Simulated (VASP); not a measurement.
Crystal: MnSe.

```
Mn Se
1.0
     0.00000    2.58377    2.58377
     2.58377    0.00000    2.58377
     2.58377    2.58377    0.00000
Mn Se
1 1
Cartesian
  0.0000 0.0000 0.0000
  2.5838 2.5838 2.5838
```

| Quantity | Value |
| --- | --- |
| Program | VASP 6.6.1 |
| Task | relaxation of cell and atoms |
| Functional | LDA |
| Potentials or basis | VASP PAW LDA potentials, release 64 (Mn_pv, Se) |
| Cutoff | 600 eV |
| k mesh | 14 × 14 × 14 |
| Occupations | gaussian, width 0.1 eV |
| Spin | collinear spin, ferromagnetic start |
| Starting moments | [4.22, 0.11] μB |

At the start: pressure -3.2 GPa; volume 17.25 Å³/atom.

Problem. How do energy, volume and symmetry change on relaxing?

Solution. Over 5 steps the energy falls by 7.8 meV/atom and the volume is 16.53 Å³/atom (-4.2 %); space group Fm-3m (No. 225, to 0.1 Å) before and after; moment 3.85 μB per cell.

The path:
| step | energy change (eV) | largest force (eV/Å) | pressure (GPa) | volume (Å³) |
| --- | --- | --- | --- | --- |
| 1 | 0.0000 | 0.0000 | -3.18 | 34.50 |
| 2 | -0.0152 | 0.0000 | 0.50 | 32.82 |
| 3 | -0.0156 | 0.0000 | 0.10 | 33.01 |
| 4 | -0.0156 | 0.0000 | -0.07 | 33.06 |
| 5 | -0.0156 | 0.0000 | 0.03 | 33.06 |

Final structure:
```yaml
crystal:
  lattice:
    - [0.00000, 2.54729, 2.54729]
    - [2.54729, 0.00000, 2.54729]
    - [2.54729, 2.54729, 0.00000]
  atoms:
    - { symbol: Mn, position: [0.00000, 0.00000, 0.00000] }
    - { symbol: Se, position: [0.50000, 0.50000, 0.50000] }
```

Caveat: a cell with one magnetic atom can't hold antiferromagnetic order, which such compounds often take.
